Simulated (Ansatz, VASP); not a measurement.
**Si12O23: VASP beside Ansatz**

```
Si O
1.0
    -2.46050    4.26171    5.41630
     4.92100    0.00000    5.41630
     4.92100    8.52342    0.00000
Si O
12 23
Direct
  0.15496 0.66382 0.91406
  0.36196 0.83485 0.05668
  0.25604 0.24859 0.13867
  0.20123 0.65368 0.39614
  0.31786 0.84717 0.57714
  0.24507 0.25718 0.63669
  0.68677 0.15412 0.15611
  0.82465 0.33655 0.33035
  0.75286 0.74541 0.39327
  0.66939 0.15369 0.66387
  0.81117 0.35200 0.82545
  0.71016 0.75655 0.91026
  0.25594 0.43736 0.99337
  0.26787 0.05771 0.08464
  0.75026 0.31553 0.19984
  0.44611 0.20330 0.20346
  0.06600 0.29493 0.27698
  0.77380 0.17333 0.97769
  0.29582 0.43036 0.48472
  0.21634 0.07359 0.59430
  0.72284 0.32585 0.70397
  0.42915 0.18365 0.71328
  0.04814 0.34011 0.75729
  0.76017 0.17175 0.48573
  0.77227 0.92724 0.24278
  0.72369 0.56025 0.35273
  0.24726 0.82157 0.44607
  0.95999 0.68158 0.44191
  0.56222 0.80797 0.52821
  0.30930 0.67363 0.21924
  0.75977 0.93256 0.75679
  0.69903 0.56671 0.86242
  0.23097 0.82053 0.95531
  0.91083 0.69625 0.97253
  0.23830 0.69144 0.73385
```

Alike in both runs: functional PBE; k mesh 2 × 2 × 2; occupations fermi-dirac, width 0.02 eV; no spin polarisation.

Ansatz relaxed the structure, and its values are those at the end. VASP's run is a single point on that final structure, the one shown.

|  | VASP | Ansatz |
| --- | --- | --- |
| version | VASP 6.6.1 | Ansatz 0.2.0 |
| potentials or method | VASP PAW PBE potentials, release 64 (Si, O), cutoff 520 eV | scalar-relativistic, plane waves, PAW |
| valence electrons in the cell | 186 | 186 |

|  | VASP | Ansatz | Ansatz less VASP |
| --- | --- | --- | --- |
| rms of the force components (eV/Å) | 0.015 | 0.010 | -0.0046 |

The functional is the same, so the differences come from potentials, cutoffs and numerics.

The k mesh is coarse, so the values compare programs but aren't converged.
